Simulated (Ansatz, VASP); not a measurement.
# Be: VASP beside Ansatz

The input INCAR:

```
SYSTEM = Be
PREC = Accurate
ENCUT = 600
EDIFF = 1E-6
ISMEAR = -1
SIGMA = 0.05
LREAL = .False.
LASPH = .True.
NELM = 120
ALGO = Normal
ISIF = 2
LWAVE = .False.
LCHARG = .False.
GGA = PE
NBANDS = 7
GGA_COMPAT = .False.
```

The input KPOINTS:

```
regular mesh
0
Gamma
  24 24 24
  0 0 0
```

Contents of POSCAR:

```
Be
1.0
    0.0000000000      1.3394757307      1.3394757307
    1.3394757307      0.0000000000      1.3394757307
    1.3394757307      1.3394757307      0.0000000000
Be
1
Direct
    0.0000000000      0.0000000000      0.0000000000
```

Input for Ansatz:

```yaml
crystal:
  lattice:
    - [0.0, 1.3394757307, 1.3394757307]
    - [1.3394757307, 0.0, 1.3394757307]
    - [1.3394757307, 1.3394757307, 0.0]
  atoms:
    - { symbol: Be, position: [0.0, 0.0, 0.0] }
kpoints:
  mp_grid: { grid: [24, 24, 24] }
scf:
  occupations: { method: fermi_dirac, width: 0.05 }
hamiltonian:
  xc: pbe
  pseudopotentials: { kind: paw }
output:
  forces: true
  stress: true
  eigenvalues: true
  write_density: true
  write_potential: true
  elf: true
  volumetric_format: npy
```

Change from the starting cell: volume scaled by 0.611, to set the pressure.

Alike in both runs: task single point; functional PBE; k mesh 24 × 24 × 24; occupations fermi-dirac, width 0.05 eV; no spin polarisation.

|  | VASP | Ansatz |
| --- | --- | --- |
| version | VASP 6.6.1 | Ansatz 0.2.0 |
| potentials or method | VASP PAW PBE potentials, release 64 (Be) | PAW with Ansatz's default frozen-core files, scalar-relativistic |
| plane-wave cutoff (eV) | 600 | 420 |
| valence electrons in the cell | 2 | 2 |

VASP gave:

```
pressure (GPa) : 137.3
```

Q: What did Ansatz give for the same quantities?

A: Pressure (GPa): 136.6.

Both programs put the cell under a high pressure, so it lies far from rest at this level. With one functional, cell and mesh, what is left measures potentials, basis and numerics.

Noted on VASP's run: the cell as given lies far from equilibrium.
